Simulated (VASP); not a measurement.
The system is KCl.

```
K Cl
1.0
     0.00000    3.50728    3.50728
     3.50728    0.00000    3.50728
     3.50728    3.50728    0.00000
K Cl
1 1
Direct
  0.00000 0.00000 0.00000
  0.25000 0.25000 0.25000
```

Base run:

```yaml
Program: VASP 6.6.1
Functional: PBE0
Potentials_or_basis: VASP PAW PBE potentials, release 64 (K_sv, Cl)
Cutoff: 520 eV
k_mesh: 4 × 4 × 4
Occupations: gaussian, width 0.01 eV
Spin: no spin polarisation
```

Its results: band gap on the k mesh 6.78 eV (least direct gap 6.81 eV); pressure 0.1 GPa.

Question: The run is repeated on the same cell with these changes: functional from PBE0 to PBE. What comes out?

Answer: Band gap on the k mesh 4.77 eV (least direct gap 4.81 eV); pressure 0.3 GPa.

Caveats: the structure was generated, so it needn't be the stable form of KCl; the PAW data sets were made with another functional, which shifts forces and pressure a little (at least some runs).

A k mesh can miss the band edges.
